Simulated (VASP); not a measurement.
A run of VASP 6.6.1:

The input INCAR:

```
SYSTEM = CuAu3
PREC = Accurate
ENCUT = 520
EDIFF = 1E-6
ISMEAR = 0
SIGMA = 0.1
LREAL = .False.
LASPH = .True.
NELM = 80
ALGO = Fast
ISIF = 2
LWAVE = .False.
LCHARG = .False.
GGA = PS
NBANDS = 30
```

The input KPOINTS:

```
regular mesh
0
Gamma
  14 14 14
  0 0 0
```

File POSCAR:

```
CuAu3
1.0
    3.8947667138      0.0000000000      0.0000000000
    0.0000000000      3.8947667138      0.0000000000
    0.0000000000      0.0000000000      3.8947667138
Cu Au
1 3
Direct
    0.0000000000      0.0000000000      0.0000000000
    0.0000000000      0.5000000000      0.5000000000
    0.5000000000      0.0000000000      0.5000000000
    0.5000000000      0.5000000000      0.0000000000
```

Potentials or basis: VASP PAW PBE potentials, release 64 (Cu, Au).

The run is started by

```console
$ cat potpaw_PBE.64/Cu/POTCAR potpaw_PBE.64/Au/POTCAR > POTCAR
$ mpirun -np 1 vasp_std > vasp.out
```

Hardware: 1 thread of Intel Xeon 6975P-C, on a shared host.

Estimate the wall time of this run.

Run time: 4.3 min on 1 thread of Intel Xeon 6975P-C (shared host), peak memory 0.31 GiB. Counts: scf iterations 18, k points 120.
